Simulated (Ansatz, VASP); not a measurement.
## Two plane-wave programs on Co

INCAR

```
SYSTEM = Co
PREC     = Accurate       ! precision mode
ENCUT    = 520            ! plane-wave cutoff, eV
EDIFF    = 1E-6           ! SCF threshold, eV
ISMEAR   = -1             ! smearing method
SIGMA    = 0.1            ! smearing width, eV
LREAL    = .FALSE.        ! projectors in reciprocal space
LASPH    = .TRUE.         ! aspherical terms in the spheres
NELM     = 100            ! most SCF steps
ALGO     = Normal         ! electronic algorithm
ISIF     = 2              ! what is computed and relaxed
LWAVE    = .FALSE.        ! write WAVECAR
LCHARG   = .TRUE.         ! write CHGCAR
GGA      = B5             ! functional
ALDAX    = 1.0          
AGGAX    = 1.0          
AGGAC    = 1.0          
ALDAC    = 0.0          
LELF     = .TRUE.         ! ELF
LVHAR    = .TRUE.       
NBANDS   = 10             ! bands
```

KPOINTS

```
Automatic mesh
0
G
  15 15 15
  0 0 0
```

Contents of POSCAR:

```
Co
1.0
    2.2891353594      0.0000000000      0.0000000000
    0.0000000000      2.2891353594      0.0000000000
    0.0000000000      0.0000000000      2.2891353594
Co
1
Direct
    0.0000000000      0.0000000000      0.0000000000
```

Input for Ansatz:

```yaml
crystal:
  lattice:
    - [2.2891353594, 0.0, 0.0]
    - [0.0, 2.2891353594, 0.0]
    - [0.0, 0.0, 2.2891353594]
  atoms:
    - { symbol: Co, position: [0.0, 0.0, 0.0] }
hamiltonian:
  xc: blyp
  pseudopotentials:
    kind: paw
    azcp:
      Co: "pseudopotentials/Co.paw.azcp"
basis:
  ecutwfc: 420
  fft_grid_basis: typed
kpoints:
  mp_grid: { grid: [15, 15, 15], shift: [0, 0, 0] }
magnetization:
  spin_polarized: false
scf:
  occupations: { method: fermi_dirac, width: 0.1 }
  lower_state_search: "off"
output:
  stress: true
```

Alike in both runs: task single point; functional BLYP; k mesh 15 × 15 × 15; occupations fermi-dirac, width 0.1 eV; no spin polarisation.

|  | VASP | Ansatz |
| --- | --- | --- |
| version | VASP 6.6.1 | Ansatz 0.2.0 |
| potentials or method | VASP PAW PBE potentials, release 64 (Co), cutoff 520 eV | plane waves (420 eV) with PAW, scalar-relativistic |
| valence electrons in the cell | 9 | 17 |

```csv
,VASP,Ansatz,Ansatz less VASP
pressure (GPa),6.7,7.2,+0.41
```

VASP's potentials were made for PBE, not for BLYP. VASP's potentials hold 9 valence electrons a cell and Ansatz's 17, so a difference there can come from the potentials and not from the codes.
